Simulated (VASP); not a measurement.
A run of VASP 6.6.1:

Contents of POSCAR:

```
Sb
1.0
    3.3490885180      0.0000000000      0.0000000000
   -1.6745442590      2.9003957361      0.0000000000
    0.0000000000      0.0000000000      5.5698207608
Sb
2
Direct
    0.3333333333      0.6666666667      0.2500000000
    0.6666666667      0.3333333333      0.7500000000
```

Contents of INCAR.step1:

```
PREC = Accurate ; ENCUT = 520
ISMEAR = -1 ; SIGMA = 0.1
LREAL = F ; LASPH = T
NELM = 80 ; NBANDS = 12
GGA = PE ; ALGO = Normal
EDIFF = 1E-4 ; LWAVE = T
LCHARG = F
```

The input INCAR.step2:

```
PREC = Accurate ; ENCUT = 520
EDIFF = 1E-6 ; ISMEAR = -1
SIGMA = 0.1 ; LREAL = F
LASPH = T ; NELM = 80
ALGO = Normal ; ISIF = 2
LWAVE = F ; LCHARG = F
METAGGA = R2SCAN ; LMIXTAU = T
NBANDS = 12 ; ISTART = 1
```

Contents of KPOINTS:

```
regular mesh
0
Gamma
  12 12 7
```

Potentials or basis: VASP PAW PBE potentials, release 64 (Sb).

The run is started by

```bash
$ cat potpaw_PBE.64/Sb/POTCAR > POTCAR
$ cp INCAR.step1 INCAR
$ mpirun -np 1 vasp_std > vasp.out
$ cp INCAR.step2 INCAR
$ mpirun -np 1 vasp_std > vasp.out
```

Hardware: 1 thread of Intel(R) Xeon(R) Platinum 8488C (Sapphire Rapids), on a shared host.

**Question.** Estimate the wall time of this run.

**Answer.** Wall time 2.4 min on 1 thread of Intel(R) Xeon(R) Platinum 8488C (Sapphire Rapids), with other jobs on the host, peak memory 0.2 GiB. Counts: k points 76.
